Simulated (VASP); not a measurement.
# Ti3Al (P-6m2) in VASP: settings compared

The runs below take Ti3Al through single point, with BLYP, LDA, r2SCAN.

All numbers are computed with VASP 6.6.1; they aren't measurements. Logs are shortened: lines on timing, memory, paths and dates and some standing lists are left out, and cuts for length are marked.

## Step 1: The cell of the first run

Symmetry: P-6m2, No. 187, hexagonal system. The conventional cell has a = 2.928 Å, b = 2.928 Å, c = 9.226 Å, α = 90.00°, β = 90.00°, γ = 120.00°. Ti (site symmetry -6m2) has 12 Ti at 2.86 to 2.93 Å within 3.8 Å. Ti (site symmetry 3m) has 9 Ti at 2.86 to 2.93 Å and 3 Al at 2.86 Å within 3.8 Å. Within 3.8 Å of Al (site symmetry -6m2) lie 6 Ti at 2.86 Å and 6 Al at 2.93 Å.

## Step 2: Single point, BLYP

Input file INCAR:

```
AGGAC = 1.0
AGGAX = 1.0
ALDAC = 0.0
ALDAX = 1.0
ALGO = Normal
EDIFF = 1E-7
ENCUT = 520
GGA = B5
ISIF = 2
ISMEAR = -1
LASPH = True
LCHARG = False
LREAL = False
LWAVE = False
NBANDS = 28
NELM = 80
PREC = Accurate
SIGMA = 0.05
```

Input file KPOINTS:

```
k-points
0
Gamma
  8 8 3
```

Input file POSCAR:

```
Ti3Al
1.0
    2.9275422200      0.0000000000      0.0000000000
   -1.4637711100      2.5353259400      0.0000000000
    0.0000000000      0.0000000000      9.2263620000
Ti Al
3 1
Direct
    0.6666666667      0.3333333333      0.0000000000
    0.3333333333      0.6666666667      0.7505940000
    0.3333333333      0.6666666667      0.2494060000
    0.6666666667      0.3333333333      0.5000000000
```

Potentials or basis: VASP PAW PBE potentials, release 64 (Ti_sv, Al).

Command:

```console
> cat potpaw_PBE.64/Ti_sv/POTCAR potpaw_PBE.64/Al/POTCAR > POTCAR
> mpirun -np 1 vasp_std > vasp.out
```

OUTCAR:

```text
EDIFF = 1E-7
   ENCUT = 520
   GGA = B5
   ISIF = 2
   ISMEAR = -1
   LASPH = True
   LREAL = False
   NELM = 80
   PREC = Accurate

 ion  position               nearest neighbor table
   1  0.667  0.333  0.000-   2 2.86   3 2.86   2 2.86   3 2.86   2 2.86   3 2.86
   2  0.333  0.667  0.751-   1 2.86   1 2.86   1 2.86   4 2.86   4 2.86   4 2.86
   3  0.333  0.667  0.249-   1 2.86   1 2.86   1 2.86   4 2.86   4 2.86   4 2.86
   4  0.667  0.333  0.500-   2 2.86   3 2.86   2 2.86   3 2.86   2 2.86   3 2.86

  LATTYP: Found a hexagonal cell.
 ALAT       =     2.9275422200
 C/A-ratio  =     3.1515726526

  Lattice vectors:

 A1 = (   2.9275422200,   0.0000000000,   0.0000000000)
 A2 = (  -1.4637711100,   2.5353259400,   0.0000000000)
 A3 = (   0.0000000000,   0.0000000000,   9.2263620000)

Analysis of symmetry for initial positions (statically):
=====================================================================
 Subroutine PRICEL returns:
 Original cell was already a primitive cell.

 Routine SETGRP: Setting up the symmetry group for a
 hexagonal supercell.

 Subroutine GETGRP returns: Found 12 space group operations
 (whereof 12 operations were pure point group operations)
 out of a pool of 24 trial point group operations.

The static configuration has the point symmetry D_3h.

Analysis of symmetry for dynamics (positions and initial velocities):
=====================================================================
 Subroutine PRICEL returns:
 Original cell was already a primitive cell.

 Routine SETGRP: Setting up the symmetry group for a
 hexagonal supercell.

 Subroutine GETGRP returns: Found 12 space group operations
 (whereof 12 operations were pure point group operations)
 out of a pool of 24 trial point group operations.

The dynamic configuration has the point symmetry D_3h.

 Subroutine INISYM returns: Found 12 space group operations
 (whereof 12 operations are pure point group operations),
 and found     1 'primitive' translations

----------------------------------------------------------------------------------------

                                     Primitive cell

  volume of cell :      68.4806

  direct lattice vectors                    reciprocal lattice vectors
     2.927542220  0.000000000  0.000000000     0.341583460  0.197213302  0.000000000
    -1.463771110  2.535325940  0.000000000     0.000000000  0.394426604  0.000000000
     0.000000000  0.000000000  9.226362000     0.000000000  0.000000000  0.108385082

  length of vectors
     2.927542220  2.927542226  9.226362000     0.394426605  0.394426604  0.108385082

  position of ions in fractional coordinates (direct lattice)
     0.666666667  0.333333333  0.000000000
     0.333333333  0.666666667  0.750594000
     0.333333333  0.666666667  0.249406000
     0.666666667  0.333333333  0.500000000

  ion indices of the primitive-cell ions
   primitive index   ion index
                 1           1
                 2           2
                 3           3
                 4           4

----------------------------------------------------------------------------------------

 KPOINTS: k-points

Automatic generation of k-mesh.
 Grid dimensions read from file:
 generate k-points for:    8    8    3

 Generating k-lattice:

  Cartesian coordinates                     Fractional coordinates (reciprocal lattice)
     0.042697932  0.024651663  0.000000000     0.125000000  0.000000000  0.000000000
     0.000000000  0.049303325  0.000000000     0.000000000  0.125000000  0.000000000
     0.000000000  0.000000000  0.036128361     0.000000000  0.000000000  0.333333333

  Length of vectors
     0.049303326  0.049303325  0.036128361

  Shift w.r.t. Gamma in fractional coordinates (k-lattice)
     0.000000000  0.000000000  0.000000000

 Subroutine IBZKPT returns following result:
 ===========================================

 Found     20 irreducible k-points:

 Following reciprocal coordinates:
            Coordinates               Weight
  0.000000  0.000000  0.000000      1.000000
  0.125000  0.000000  0.000000      6.000000
  0.250000  0.000000  0.000000      6.000000
  0.375000  0.000000  0.000000      6.000000
  0.500000  0.000000  0.000000      3.000000
  0.125000  0.125000  0.000000      6.000000
[... 12 lines left out ...]
  0.250000  0.250000  0.333333     12.000000
  0.375000  0.250000  0.333333     12.000000
   k-points           NKPTS =     20   k-points in BZ     NKDIM =     20   number of bands    NBANDS=     28
   number of dos      NEDOS =    301   number of ions     NIONS =      4
   total plane-waves  NPLWV =  40320
   dimension x,y,z NGX =    24 NGY =   24 NGZ =   70
   dimension x,y,z NGXF=    48 NGYF=   48 NGZF=  140
   ions per type =               3   1
   NGX,Y,Z   is equivalent  to a cutoff of  13.63, 13.63, 12.61 a.u.
   NGXF,Y,Z  is equivalent  to a cutoff of  27.26, 27.26, 25.23 a.u.
 SYSTEM =  unknown system
   PREC   = accura    normal or accurate (medium, high low for compatibility)
   ISTART =      0    job   : 0-new  1-cont  2-samecut
   ICHARG =      2    charge: 1-file 2-atom 10-const
   ISPIN  =      1    spin polarized calculation?
   LNONCOLLINEAR =      F non collinear calculations
   LSORBIT =      F    spin-orbit coupling
   LASPH  =      T    aspherical Exc in radial PAW
   ENCUT  =  520.0 eV  38.22 Ry    6.18 a.u.   5.44  5.44 17.15*2*pi/ulx,y,z
   NELM   =     80;   NELMIN=  2; NELMDL= -5     # of ELM steps
   EDIFF  = 0.1E-06   stopping-criterion for ELM
   LREAL  =      F    real-space projection
   EDIFFG = 0.1E-05   stopping-criterion for IOM
   NSW    =      0    number of steps for IOM
   IBRION =     -1    ionic relax: 0-MD 1-quasi-New 2-CG
   NFREE  =      0    steps in history (QN), initial steepest desc. (CG)
   ISIF   =      2    stress and relaxation
   ISYM   =      2    0-nonsym 1-usesym 2-fastsym
   POTIM  = 0.5000    time-step for ionic-motion
   TEBEG  =    0.0;   TEEND  =   0.0 temperature during run
   PSTRESS=    0.0 pullay stress
   NELECT =      39.0000    total number of electrons
   NUPDOWN=      -1.0000    fix difference up-down
   EMIN   =  10.00;   EMAX   =-10.00  energy-range for DOS
   EFERMI =   0.00;   METHOD = LEGACY
   ISMEAR =    -1;   SIGMA  =   0.05  broadening in eV -4-tet -1-fermi 0-gaus
   EFERMI_NEDOS =   21; number of points for ismear=-14 and -15
   IALGO  =     38    algorithm
   IMIX   =      4    mixing-type and parameters
     AMIX     =   0.40;   BMIX     =  1.00
     AMIX_MAG =   1.60;   BMIX_MAG =  1.00
  volume/ion in A,a.u.               =      17.12       115.53
  Fermi-wavevector in a.u.,A,eV,Ry     =   1.356981  2.564323 25.053746  1.841398
  Thomas-Fermi vector in A             =   2.483938
   LORBIT       =      0    0 simple, 1 ext, 2 COOP (PROOUT), +10 PAW based schemes
   GGA     = B5    functional components
   LHFCALC =     F    Hartree Fock is set to
   AEXX    =    0.0000 exact exchange contribution
   IVDW    =     0    specifies the selected vdW correction
   LEPSILON=     F    determine dielectric tensor
   LRPA    =     F    only Hartree local field effects (RPA)
 non-spin polarized calculation
  energy-cutoff  :      520.00
  volume of cell :       68.48
 maximum number of plane-waves:      1907
 NGX is ok and might be reduce to    24
   NGX = 11   NGY = 11   NGZ = 35

 number of electron      38.9999989 magnetization

 Free energy of the ion-electron system (eV)
  ---------------------------------------------------
  ext. energy  EPLUGINS =         0.00000000
  ---------------------------------------------------
  free energy    TOTEN  =       -23.51068112 eV

  energy without entropy =      -23.47212311  energy(sigma->0) =      -23.49140211

 E-fermi :   8.4371     XC(G=0): -10.6600

 val. band max:        8.4209124848   @ k =   0.2500   0.1250   0.3333
 cond. band min:       8.4567161832   @ k =   0.2500   0.2500   0.0000
 fundamental gap:      0.0358036985
 Fermi energy:         8.4371400131

 k-point     1 :       0.0000    0.0000    0.0000
  band No.  band energies     occupation
      1     -48.0557      2.00000
      2     -48.0078      2.00000
      3     -47.9467      2.00000
      4     -24.7449      2.00000
      5     -24.4971      2.00000
      6     -24.2071      2.00000
[... 20 lines left out ...]
     27      10.4740      0.00000
     28      11.0764      0.00000

 k-point     2 :       0.1250    0.0000    0.0000
  band No.  band energies     occupation
      1     -48.0410      2.00000
      2     -47.9968      2.00000
      3     -47.9393      2.00000
      4     -24.7196      2.00000
      5     -24.4986      2.00000
      6     -24.2509      2.00000
[... 20 lines left out ...]
     27      10.3547      0.00000
     28      10.9681      0.00000

 k-point     3 :       0.2500    0.0000    0.0000
  band No.  band energies     occupation
      1     -48.0043      2.00000
      2     -47.9700      2.00000
      3     -47.9226      2.00000
      4     -24.6607      2.00000
      5     -24.5357      2.00000
      6     -24.3897      2.00000
[... 20 lines left out ...]
     27      10.5746      0.00000
     28      11.0345      0.00000

 k-point     4 :       0.3750    0.0000    0.0000
  band No.  band energies     occupation
      1     -47.9637      2.00000
      2     -47.9431      2.00000
      3     -47.9093      2.00000
      4     -24.6505      2.00000
      5     -24.6446      2.00000
      6     -24.5254      2.00000
[... 20 lines left out ...]
     27      11.4625      0.00000
     28      11.5756      0.00000

 k-point     5 :       0.5000    0.0000    0.0000
  band No.  band energies     occupation
      1     -47.9442      2.00000
      2     -47.9320      2.00000
      3     -47.9066      2.00000
      4     -24.7039      2.00000
      5     -24.6881      2.00000
      6     -24.5876      2.00000
[... 20 lines left out ...]
     27      11.7572      0.00000
     28      11.8783      0.00000

 k-point     6 :       0.1250    0.1250    0.0000
  band No.  band energies     occupation
      1     -48.0153      2.00000
      2     -47.9779      2.00000
      3     -47.9272      2.00000
      4     -24.6765      2.00000
      5     -24.5152      2.00000
      6     -24.3429      2.00000
[... 339 lines left out ...]
      5     -24.5842      2.00000
      6     -24.4651      2.00000
[... 20 lines left out ...]
     27      11.2496      0.00000
     28      11.6164      0.00000

 k-point    18 :       0.3750    0.1250    0.3333
  band No.  band energies     occupation
      1     -47.9443      2.00000
      2     -47.9320      2.00000
      3     -47.9064      2.00000
      4     -24.6678      2.00000
      5     -24.6565      2.00000
      6     -24.5568      2.00000
[... 20 lines left out ...]
     27      11.4554      0.00000
     28      11.7852      0.00000

 k-point    19 :       0.2500    0.2500    0.3333
  band No.  band energies     occupation
      1     -47.9445      2.00000
      2     -47.9320      2.00000
      3     -47.9063      2.00000
      4     -24.6177      2.00000
      5     -24.6170      2.00000
      6     -24.5284      2.00000
[... 20 lines left out ...]
     27      11.5786      0.00000
     28      11.7346      0.00000

 k-point    20 :       0.3750    0.2500    0.3333
  band No.  band energies     occupation
      1     -47.9274      2.00000
      2     -47.9241      2.00000
      3     -47.9076      2.00000
      4     -24.6239      2.00000
      5     -24.6094      2.00000
      6     -24.5357      2.00000
[... 20 lines left out ...]
     27      11.3931      0.00000
     28      11.7239      0.00000

------------------------ aborting loop because EDIFF is reached ----------------------------------------

  FORCE on cell =-STRESS in cart. coord.  units (eV):
  Direction    XX          YY          ZZ          XY          YZ          ZX
  --------------------------------------------------------------------------------------
  -------------------------------------------------------------------------------------
  Total        1.3360487      1.3360487      1.1829343      0.0000000      0.0000000      0.0000000
  in kB       31.2583048     31.2583049     27.6760267      0.0000000      0.0000000      0.0000000
  external PRESSURE =      30.0642121 kB  Pullay stress =       0.0000000 kB

 VOLUME and BASIS-vectors are now :
 -----------------------------------------------------------------------------
  energy-cutoff  :      520.00
  volume of cell :       68.48
      direct lattice vectors                 reciprocal lattice vectors
     2.927542220  0.000000000  0.000000000     0.341583460  0.197213302  0.000000000
    -1.463771110  2.535325940  0.000000000     0.000000000  0.394426604  0.000000000
     0.000000000  0.000000000  9.226362000     0.000000000  0.000000000  0.108385082

 POSITION                                       TOTAL-FORCE (eV/Angst)
 -----------------------------------------------------------------------------------
      1.46377      0.84511      0.00000        -0.000000      0.000000      0.000000
     -0.00000      1.69022      6.92525         0.000000     -0.000000      0.015818
     -0.00000      1.69022      2.30111         0.000000     -0.000000     -0.015818
      1.46377      0.84511      4.61318        -0.000000     -0.000000      0.000000
 -----------------------------------------------------------------------------------
    total drift:                                0.000000     -0.000000      0.000000

  FREE ENERGIE OF THE ION-ELECTRON SYSTEM (eV)
  ---------------------------------------------------
  free  energy   TOTEN  =       -23.5106811158 eV

  energy  without entropy=      -23.4721231118  energy(sigma->0) =      -23.49140211
```

Run time: 64 s. Hardware: 1 thread of Intel Xeon Platinum 8488C (Sapphire Rapids), shared host; peak memory 0.19 GiB.

Results:

| Quantity | Value |
| --- | --- |
| Free energy | -23.5107 eV |
| Pressure | 3.0 GPa |
| Largest force | 0.016 eV/Å |

Forces on the atoms (eV/Å):
```
Ti   0.000  0.000  0.000
Ti   0.000  0.000  0.016
Ti   0.000  0.000 -0.016
Al   0.000  0.000  0.000
```

Stress tensor (GPa, compression positive):
```
3.13 0.00 0.00
0.00 3.13 0.00
0.00 0.00 2.77
```

Caveat: the PAW data sets were made with another functional, which shifts forces and pressure a little.

(Continued in part 2 of 2.)
